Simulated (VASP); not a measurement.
Here is a VASP 6.6.1 calculation.

The input INCAR:

```
SYSTEM = TiAl
ALGO     = Normal         ! electronic algorithm
EDIFF    = 1E-6           ! SCF threshold, eV
ENCUT    = 520            ! plane-wave cutoff, eV
GGA      = PE             ! functional
ISIF     = 2              ! what is computed and relaxed
ISMEAR   = 0              ! smearing method
LASPH    = .True.         ! aspherical terms in the spheres
LCHARG   = .False.        ! write CHGCAR
LREAL    = .False.        ! projectors in reciprocal space
LWAVE    = .False.        ! write WAVECAR
NBANDS   = 14             ! bands
NELM     = 100            ! most SCF steps
PREC     = Accurate       ! precision mode
SIGMA    = 0.1            ! smearing width, eV
```

Contents of KPOINTS:

```
k-points
0
Gamma
  6 6 4
  0 0 0
```

POSCAR

```
TiAl
1.0
    2.8082664895     -0.0000000033      0.0000000000
   -1.4041332419      2.4320301221      0.0000000000
    0.0000000000      0.0000000000      5.3469406077
Ti Al
1 1
Direct
    0.0000000000      0.0000000000      0.0000000000
    0.0000000000      0.0000000000      0.5000000000
```

Potentials or basis: VASP PAW PBE potentials, release 64 (Ti_sv, Al).

Launch:

```console
$ cat potpaw_PBE.64/Ti_sv/POTCAR potpaw_PBE.64/Al/POTCAR > POTCAR
$ mpirun -np 1 vasp_std > vasp.out
```

(1) Estimate the pressure.

(2) What does it give for the band gap on the k mesh?

## Answers

(1) 0.0 GPa.

(2) zero (an odd number of electrons rules out a gap without spin polarisation).

Caveat: the k points lie up to 0.43 Å⁻¹ apart, too coarse for converged energies and pressures of a metal.
